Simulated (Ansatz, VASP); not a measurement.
Two plane-wave programs on GaBiSe4

```
Ga Bi Se
1.0
     5.65042    0.00000    0.00000
     0.00000    5.65042    0.00000
     0.00000    0.00000    5.69415
Ga Bi Se
1 1 4
Direct
  0.00000 0.00000 0.00000
  0.50000 0.50000 0.50000
  0.00000 0.50000 0.50000
  0.50000 0.00000 0.50000
  0.00000 0.00000 0.50000
  0.50000 0.50000 0.00000
```

Alike in both runs: task relaxation of cell and atoms; functional PBE; k mesh 8 × 8 × 8; occupations gaussian, width 0.1 eV; no spin polarisation.

|  | VASP | Ansatz |
| --- | --- | --- |
| version | VASP 6.6.1 | Ansatz 0.2.0 |
| potentials or method | VASP PAW PBE potentials, release 64 (Ga_d, Bi_d, Se), cutoff 600 eV | scalar-relativistic, plane waves, PAW |
| valence electrons in the cell | 52 | 92 |

|  | VASP | Ansatz | Ansatz less VASP |
| --- | --- | --- | --- |
| gap on the k mesh at the Fermi level, each at its own relaxed structure (eV) | none | none | - |
| relaxed volume (Å³/atom) | 30.47 | 30.43 | -0.035 |
| relaxed length of the cell vector where the two differ most in proportion (Å) | 5.690 | 5.682 | -0.0077 |

A gap of «none» marks a metal or a gap that the smearing closes. VASP's potentials hold 52 valence electrons a cell and Ansatz's 92, so a difference there can come from the potentials and not from the codes.

Spin-orbit coupling is off throughout.
